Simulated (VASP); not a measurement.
Here is a VASP 6.6.1 calculation.

INCAR

```
SYSTEM = BiTe
ALGO = Normal
EDIFF = 1E-6
ENCUT = 520
GGA = PS
ISIF = 2
ISMEAR = 0
LASPH = .True.
LCHARG = .False.
LREAL = .False.
LWAVE = .False.
NBANDS = 18
NELM = 100
PREC = Accurate
SIGMA = 0.15
```

Contents of KPOINTS:

```
k-points
0
Gamma
  14 14 14
  0 0 0
```

File POSCAR:

```
BiTe
1.0
    0.0000000000      3.2350000000      3.2350000000
    3.2350000000      0.0000000000      3.2350000000
    3.2350000000      3.2350000000      0.0000000000
Bi Te
1 1
Direct
    0.0154559505     -0.0154559505     -0.0154559505
    0.5000000000      0.5000000000      0.5000000000
```

Potentials or basis: VASP PAW PBE potentials, release 64 (Bi_d, Te).

Run with:

```bash
$ cat potpaw_PBE.64/Bi_d/POTCAR potpaw_PBE.64/Te/POTCAR > POTCAR
$ mpirun -np 1 vasp_std > vasp.out
```

Question: Predict the largest force.

Answer: 0.234 eV/Å.

Question: Estimate the band gap on the k mesh.

Answer: Zero (an odd number of electrons rules out a gap without spin polarisation).

Stress tensor (GPa, compression positive):
```
-1.40  0.00  0.00
 0.00 -1.64  0.00
 0.00  0.00 -1.64
```

Caveat: the cell differs from its parent crystal (all Bi atoms moved -0.100 Å, as atom 1 along Cartesian [1 0 0]); the PAW data sets were made with another functional, which shifts forces and pressure a little; spin-orbit coupling is left out, which moves the levels of the heavy elements.
